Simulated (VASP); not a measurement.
Set up this calculation in VASP 6.6.1, as the native input.

- Task: single point
- Functional: PBEsol
- Potentials or basis: VASP PAW PBE potentials, release 64 (Ru_pv)
- Cutoff: 520 eV
- k mesh: 18 × 18 × 10
- Occupations: gaussian, width 0.15 eV
- Spin: no spin polarisation
- Dipole correction: no
- Further INCAR settings: ALGO = Normal; EDIFF = 1e-07; NBANDS = 21

The structure of Ru lies in POSCAR:

```
Ru
1.0
    2.7273000000      0.0000000000      0.0000000000
   -1.3636500000      2.3619110838      0.0000000000
    0.0000000000      0.0000000000      4.1503000000
Ru
2
Direct
    0.3333333333      0.6666666667      0.2500000000
    0.6666666667      0.3333333333      0.7500000000
```

These files were run (other wordings do the same):

INCAR

```
SYSTEM = Ru
ALGO = Normal ; EDIFF = 1E-7
ENCUT = 520 ; GGA = PS
ISIF = 2 ; ISMEAR = 0
LASPH = .True. ; LCHARG = .False.
LREAL = .False. ; LWAVE = .False.
NBANDS = 21 ; NELM = 60
PREC = Accurate ; SIGMA = 0.15
```

KPOINTS

```
k-points
0
Gamma
  18 18 10
  0 0 0
```

Potentials or basis: VASP PAW PBE potentials, release 64 (Ru_pv).

Run with:

```bash
$ cat potpaw_PBE.64/Ru_pv/POTCAR > POTCAR
$ mpirun -np 1 vasp_std > vasp.out
```

Results of the run:

The pressure is -0.2 GPa and the band gap on the k mesh is zero (band 14 reaches 14.47 eV, above the bottom of band 15 at 11.19 eV).

Caveat: the PAW data sets were made with another functional, which shifts forces and pressure a little.

It took 36 s on 1 thread of Intel(R) Xeon(R) 6975P-C (Granite Rapids), on a shared host, peak memory 0.21 GiB.
